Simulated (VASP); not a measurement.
# TaSi31 (a cell with a defect) in VASP: single point with PBE

Aim: the single point of TaSi31 (a cell with a defect) with PBE.

Everything below comes from runs of VASP 6.6.1. Logs are shortened: lines on timing, memory, paths and dates and some standing lists are left out, and cuts for length are marked.

## Step 1: The cell of the first run

The cell holds a defect, 32 atoms: a = 9.474 Å, b = 9.474 Å, c = 9.474 Å, α = 109.47°, β = 109.47°, γ = 109.47°.

## Step 2: Single point, PBE

Contents of INCAR:

```
SYSTEM = TaSi31
PREC = Accurate ; ENCUT = 520
EDIFF = 1E-6 ; ISMEAR = 0
SIGMA = 0.02 ; LREAL = Auto
LASPH = .True. ; NELM = 60
ALGO = Normal ; ISIF = 2
LWAVE = .False. ; LCHARG = .False.
GGA = PE ; NELECT = 134.0
NBANDS = 90
```

Contents of KPOINTS:

```
Automatic mesh
0
Gamma
  2 2 2
  0.5 0.5 0.5
```

Contents of POSCAR:

```
TaSi31
1.0
   -5.4700936474     -5.4700936474     -5.4700936474
    5.4700936474      5.4700936474     -5.4700936474
    5.4700936474     -5.4700936474      5.4700936474
Ta Si
1 31
Direct
    0.5000000000      0.7500000000      0.5000000000
    0.5000000000      0.4957292976      0.7506334432
    0.2457292976      0.7500000000      0.7506334432
    0.5000000000      0.2500000000      0.0000000000
    0.2493665568      0.4993665568     -0.0049041456
    0.0000000000      0.7500000000      0.0000000000
    0.5000000000      0.0006334432      0.2457292976
    0.2493665568      0.2450958544      0.2493665568
   -0.0049041456      0.4993665568      0.2493665568
    0.7506334432      0.7500000000      0.2457292976
    0.2457292976      0.0006334432      0.5000000000
    0.0000000000      0.2500000000      0.5000000000
    0.7506334432      0.4957292976      0.5000000000
    0.0049041456      0.0042707024      0.7542707024
    0.7542707024      0.2549041456      0.7542707024
    0.7542707024      0.0042707024      0.0049041456
    0.5000000000      0.7500000000      0.7660583514
    0.5000000000      0.4985815497      0.0005132088
    0.2485815497      0.7500000000      0.0005132088
    0.5000000000      0.2505132088      0.2485815497
    0.2339416486      0.4839416486      0.2339416486
    0.0005132088      0.7500000000      0.2485815497
    0.5000000000      0.0160583514      0.5000000000
    0.2485815497      0.2505132088      0.5000000000
    0.0005132088      0.4985815497      0.5000000000
    0.7660583514      0.7500000000      0.5000000000
    0.2519316591      0.0014184503      0.7514184503
    0.9994867912      0.2494867912      0.7480683409
    0.7514184503      0.5019316591      0.7514184503
   -0.0005132088     -0.0019316591     -0.0005132088
    0.7480683409      0.2494867912     -0.0005132088
    0.7514184503      1.0014184503      0.2519316591
```

Potentials or basis: VASP PAW PBE potentials, release 64 (Ta_pv, Si).

The run is started by

```bash
> cat potpaw_PBE.64/Ta_pv/POTCAR potpaw_PBE.64/Si/POTCAR > POTCAR
> mpirun -np 1 vasp_std > vasp.out
```

OUTCAR:

```text
SYSTEM = TaSi31
   PREC = Accurate
   ENCUT = 520
   EDIFF = 1E-6
   ISMEAR = 0
   LREAL = Auto
   LASPH = .True.
   NELM = 60
   ISIF = 2
   GGA = PE
   NELECT = 134.0

 ion  position               nearest neighbor table
   1  0.500  0.750  0.500-  17 2.52  21 2.52  23 2.52  26 2.52
   2  0.500  0.496  0.751-  18 2.36  24 2.36  29 2.36  17 2.36
   3  0.246  0.750  0.751-  19 2.36  25 2.36  27 2.36  17 2.36
   4  0.500  0.250  0.000-  18 2.35  20 2.35  27 2.35  31 2.35
   5  0.249  0.499  0.995-  28 2.36  19 2.36  18 2.36  21 2.36
   6  0.000  0.750  0.000-  19 2.35  22 2.35  29 2.35  30 2.35
[... 24 lines left out ...]
  31  0.748  0.249  0.999-   4 2.35   9 2.36  15 2.36  16 2.36
  32  0.751  0.001  0.252-  12 2.35  16 2.36   7 2.36  10 2.36

  LATTYP: Found a body centered cubic cell.
 ALAT       =    10.9401872948

  Lattice vectors:

 A1 = (  -5.4700936474,  -5.4700936474,  -5.4700936474)
 A2 = (   5.4700936474,   5.4700936474,  -5.4700936474)
 A3 = (   5.4700936474,  -5.4700936474,   5.4700936474)

Analysis of symmetry for initial positions (statically):
=====================================================================
 Subroutine PRICEL returns:
 Original cell was already a primitive cell.

 Routine SETGRP: Setting up the symmetry group for a
 body centered cubic supercell.

 Subroutine GETGRP returns: Found 24 space group operations
 (whereof  2 operations were pure point group operations)
 out of a pool of 48 trial point group operations.

The static configuration has the point symmetry C_1h.
 The point group associated with its full space group is T_d .

Analysis of symmetry for dynamics (positions and initial velocities):
=====================================================================
 Subroutine PRICEL returns:
 Original cell was already a primitive cell.

 Routine SETGRP: Setting up the symmetry group for a
 body centered cubic supercell.

 Subroutine GETGRP returns: Found 24 space group operations
 (whereof  2 operations were pure point group operations)
 out of a pool of 48 trial point group operations.

The dynamic configuration has the point symmetry C_1h.
 The point group associated with its full space group is T_d .

 Subroutine INISYM returns: Found 24 space group operations
 (whereof  2 operations are pure point group operations),
 and found     1 'primitive' translations

----------------------------------------------------------------------------------------

                                     Primitive cell

  volume of cell :     654.7029

  direct lattice vectors                    reciprocal lattice vectors
    -5.470093647 -5.470093647 -5.470093647     0.000000000 -0.091406113 -0.091406113
     5.470093647  5.470093647 -5.470093647     0.091406113  0.000000000 -0.091406113
     5.470093647 -5.470093647  5.470093647     0.091406113 -0.091406113  0.000000000

  length of vectors
     9.474480119  9.474480119  9.474480119     0.129267765  0.129267765  0.129267765

  position of ions in fractional coordinates (direct lattice)
     0.500000000  0.750000000  0.500000000
     0.500000000  0.495729298  0.750633443
     0.245729298  0.750000000  0.750633443
     0.500000000  0.250000000  0.000000000
     0.249366557  0.499366557  0.995095854
     0.000000000  0.750000000  0.000000000
[... 24 lines left out ...]
     0.748068341  0.249486791  0.999486791
     0.751418450  0.001418450  0.251931659

  ion indices of the primitive-cell ions
   primitive index   ion index
                 1           1
                 2           2
                 3           3
                 4           4
                 5           5
                 6           6
[... 24 lines left out ...]
                31          31
                32          32

----------------------------------------------------------------------------------------

 KPOINTS: Automatic mesh

Automatic generation of k-mesh.
 Grid dimensions read from file:
 generate k-points for:    2    2    2

 Generating k-lattice:

  Cartesian coordinates                     Fractional coordinates (reciprocal lattice)
     0.000000000 -0.045703057 -0.045703057     0.500000000  0.000000000  0.000000000
     0.045703057  0.000000000 -0.045703057     0.000000000  0.500000000  0.000000000
     0.045703057 -0.045703057  0.000000000     0.000000000  0.000000000  0.500000000

  Length of vectors
     0.064633883  0.064633883  0.064633883

  Shift w.r.t. Gamma in fractional coordinates (k-lattice)
     0.500000000  0.500000000  0.500000000

 Subroutine IBZKPT returns following result:
 ===========================================

 Found      2 irreducible k-points:

 Following reciprocal coordinates:
            Coordinates               Weight
  0.250000  0.250000  0.250000      2.000000
 -0.250000  0.250000  0.250000      6.000000
   k-points           NKPTS =      2   k-points in BZ     NKDIM =      2   number of bands    NBANDS=     90
   number of dos      NEDOS =    301   number of ions     NIONS =     32
   total plane-waves  NPLWV = 343000
   dimension x,y,z NGX =    70 NGY =   70 NGZ =   70
   dimension x,y,z NGXF=   140 NGYF=  140 NGZF=  140
   ions per type =               1  31
   NGX,Y,Z   is equivalent  to a cutoff of  12.28, 12.28, 12.28 a.u.
   NGXF,Y,Z  is equivalent  to a cutoff of  24.57, 24.57, 24.57 a.u.
 SYSTEM =  TaSi31
   PREC   = accura    normal or accurate (medium, high low for compatibility)
   ISTART =      0    job   : 0-new  1-cont  2-samecut
   ICHARG =      2    charge: 1-file 2-atom 10-const
   ISPIN  =      1    spin polarized calculation?
   LNONCOLLINEAR =      F non collinear calculations
   LSORBIT =      F    spin-orbit coupling
   LASPH  =      T    aspherical Exc in radial PAW
   ENCUT  =  520.0 eV  38.22 Ry    6.18 a.u.  17.62 17.62 17.62*2*pi/ulx,y,z
   NELM   =     60;   NELMIN=  2; NELMDL= -5     # of ELM steps
   EDIFF  = 0.1E-05   stopping-criterion for ELM
   LREAL  =      T    real-space projection
   EDIFFG = 0.1E-04   stopping-criterion for IOM
   NSW    =      0    number of steps for IOM
   IBRION =     -1    ionic relax: 0-MD 1-quasi-New 2-CG
   NFREE  =      0    steps in history (QN), initial steepest desc. (CG)
   ISIF   =      2    stress and relaxation
   ISYM   =      2    0-nonsym 1-usesym 2-fastsym
   POTIM  = 0.5000    time-step for ionic-motion
   TEBEG  =    0.0;   TEEND  =   0.0 temperature during run
   PSTRESS=    0.0 pullay stress
   NELECT =     134.0000    total number of electrons
   NUPDOWN=      -1.0000    fix difference up-down
   EMIN   =  10.00;   EMAX   =-10.00  energy-range for DOS
   EFERMI =   0.00;   METHOD = LEGACY
   ISMEAR =     0;   SIGMA  =   0.02  broadening in eV -4-tet -1-fermi 0-gaus
   EFERMI_NEDOS =   21; number of points for ismear=-14 and -15
   IALGO  =     38    algorithm
   IMIX   =      4    mixing-type and parameters
     AMIX     =   0.40;   BMIX     =  1.00
     AMIX_MAG =   1.60;   BMIX_MAG =  1.00
  volume/ion in A,a.u.               =      20.46       138.07
  Fermi-wavevector in a.u.,A,eV,Ry     =   0.964780  1.823170 12.664312  0.930801
  Thomas-Fermi vector in A             =   2.094441
   LORBIT       =      0    0 simple, 1 ext, 2 COOP (PROOUT), +10 PAW based schemes
   GGA     = PE    functional components
   LHFCALC =     F    Hartree Fock is set to
   AEXX    =    0.0000 exact exchange contribution
   IVDW    =     0    specifies the selected vdW correction
   LEPSILON=     F    determine dielectric tensor
   LRPA    =     F    only Hartree local field effects (RPA)
 non-spin polarized calculation
 Gauss-broadening in eV      SIGMA  =   0.02
  energy-cutoff  :      520.00
  volume of cell :      654.70
 maximum number of plane-waves:     17628
 NGX is ok and might be reduce to    70
   NGX = 35   NGY = 35   NGZ = 35

 number of electron     134.0000008 magnetization

 Free energy of the ion-electron system (eV)
  ---------------------------------------------------
  ext. energy  EPLUGINS =         0.00000000
  ---------------------------------------------------
  free energy    TOTEN  =      -182.16519260 eV

  energy without entropy =     -182.16519260  energy(sigma->0) =     -182.16519260

 E-fermi :   5.0848     XC(G=0):  -9.3765

 val. band max:        4.8778776835   @ k =  -0.2500   0.2500   0.2500
 cond. band min:       5.6344812406   @ k =   0.2500   0.2500   0.2500
 fundamental gap:      0.7566035571
 Fermi energy:         5.0848320327

 k-point     1 :       0.2500    0.2500    0.2500
  band No.  band energies     occupation
      1     -29.3424      2.00000
      2     -29.3424      2.00000
      3     -29.3424      2.00000
      4      -5.4684      2.00000
      5      -5.4684      2.00000
      6      -5.4684      2.00000
[... 71 lines left out ...]
     78       7.2264      0.00000
     79       7.2539      0.00000

 k-point     2 :      -0.2500    0.2500    0.2500
  band No.  band energies     occupation
      1     -29.3424      2.00000
      2     -29.3424      2.00000
      3     -29.3424      2.00000
      4      -5.9260      2.00000
      5      -4.9594      2.00000
      6      -4.9390      2.00000
[... 71 lines left out ...]
     78       7.7873      0.00000
     79       7.8544      0.00000
 [bands above 79 left out]

------------------------ aborting loop because EDIFF is reached ----------------------------------------

  FORCE on cell =-STRESS in cart. coord.  units (eV):
  Direction    XX          YY          ZZ          XY          YZ          ZX
  --------------------------------------------------------------------------------------
  -------------------------------------------------------------------------------------
  Total       -4.1632856     -4.1632856     -4.1632856      0.0000000     -0.0000000     -0.0000000
  in kB      -10.1883184    -10.1883184    -10.1883184      0.0000000     -0.0000000     -0.0000000
  external PRESSURE =     -10.1883184 kB  Pullay stress =       0.0000000 kB

 VOLUME and BASIS-vectors are now :
 -----------------------------------------------------------------------------
  energy-cutoff  :      520.00
  volume of cell :      654.70
      direct lattice vectors                 reciprocal lattice vectors
    -5.470093647 -5.470093647 -5.470093647     0.000000000 -0.091406113 -0.091406113
     5.470093647  5.470093647 -5.470093647     0.091406113  0.000000000 -0.091406113
     5.470093647 -5.470093647  5.470093647     0.091406113 -0.091406113  0.000000000

 POSITION                                       TOTAL-FORCE (eV/Angst)
 -----------------------------------------------------------------------------------
      4.10257     -1.36752     -4.10257        -0.000000      0.000000      0.000000
      4.08267     -4.12940     -1.34070        -0.001125      0.000441     -0.000441
      6.86444     -1.34763     -1.34070        -0.000441      0.001125     -0.000441
     -1.36752     -1.36752     -4.10257        -0.000000      0.000000      0.000000
      6.81079     -4.07574      1.34763         0.000441     -0.000441     -0.001125
      4.10257      4.10257     -4.10257         0.000000      0.000000      0.000000
[... 24 lines left out ...]
      2.74000     -8.19457      0.01057        -0.005149      0.000316      0.000316
     -2.72448     -5.48066     -2.74000         0.000316     -0.000316      0.005149
 -----------------------------------------------------------------------------------
    total drift:                                0.000000     -0.000000     -0.000001

  FREE ENERGIE OF THE ION-ELECTRON SYSTEM (eV)
  ---------------------------------------------------
  free  energy   TOTEN  =      -182.1651925969 eV

  energy  without entropy=     -182.1651925969  energy(sigma->0) =     -182.16519260
```

Wall time 7 min (1 thread of AMD EPYC 7R13, shared host); peak memory 0.65 GiB.

Results:

- Free energy: -182.1652 eV
- Largest force: 0.005 eV/Å

Forces in eV/Å, atoms in the order of the input:
```
Ta   0.000  0.000  0.000
Si  -0.001  0.000  0.000
Si   0.000  0.001  0.000
Si   0.000  0.000  0.000
Si   0.000  0.000 -0.001
Si   0.000  0.000  0.000
Si  -0.001  0.000  0.000
Si   0.000 -0.001  0.000
Si   0.001  0.000  0.000
Si   0.000  0.001  0.000
Si   0.000  0.000  0.001
Si   0.000  0.000  0.000
Si   0.000  0.000  0.001
Si   0.001  0.000  0.000
Si   0.000 -0.001  0.000
Si   0.000  0.000 -0.001
Si   0.003 -0.003  0.003
Si   0.005  0.000  0.000
Si   0.000 -0.005  0.000
Si   0.005  0.000  0.000
Si  -0.003  0.003  0.003
Si   0.000 -0.005  0.000
Si   0.003  0.003 -0.003
Si   0.000  0.000 -0.005
Si   0.000  0.000 -0.005
Si  -0.003 -0.003 -0.003
Si  -0.005  0.000  0.000
Si   0.000  0.000  0.005
Si   0.000  0.005  0.000
Si   0.000  0.005  0.000
Si  -0.005  0.000  0.000
Si   0.000  0.000  0.005
```

Levels at points of the mesh, in eV from the Fermi level:
```
           k point  band 65  band 66  band 67  band 68  band 69  band 70
(0.25, 0.25, 0.25)    -0.27    -0.27    -0.27     0.55     0.55     1.78
```

Caveat: the cell carries a net charge on a neutralising background, which shifts energy and pressure; the cell is charged against a uniform background, so pressure and absolute levels hang on convention; spin-orbit coupling is left out, which moves the levels of the heavy elements.
